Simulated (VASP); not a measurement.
Cu3N, 4 atoms in the cell. Symmetry: Pm-3m, No. 221, cubic system. The conventional cell has a = 3.807 Å, b = 3.807 Å, c = 3.807 Å, α = 90.00°, β = 90.00°, γ = 90.00°. Within 2.5 Å of Cu (site symmetry 4/mmm) lie 2 N at 1.90 Å. Within 2.5 Å of N (site symmetry m-3m) lie 6 Cu at 1.90 Å. 

* Program: VASP 6.6.1
* Task: single point
* Functional: BLYP
* Potentials or basis: VASP PAW PBE potentials, release 64 (Cu, N)
* Cutoff: 600 eV
* k mesh: 6 × 6 × 6
* Occupations: gaussian, width 0.01 eV
* Spin: no spin polarisation
* Dipole correction: no
* Further INCAR settings: ALGO = Normal; EDIFF = 1e-06; NBANDS = 27

Potentials or basis: VASP PAW PBE potentials, release 64 (Cu, N).

Launch:

```console
$ cat potpaw_PBE.64/Cu/POTCAR potpaw_PBE.64/N/POTCAR > POTCAR
$ mpirun -np 1 vasp_std > vasp.out
```

Hardware: 1 thread of Intel Xeon 8259CL, on a shared host.

Q: Estimate the wall time of this run.

A: It took 81 s on 1 thread of Intel Xeon 8259CL (shared host), peak memory 0.18 GiB. Counts: scf iterations 14, k points 20.
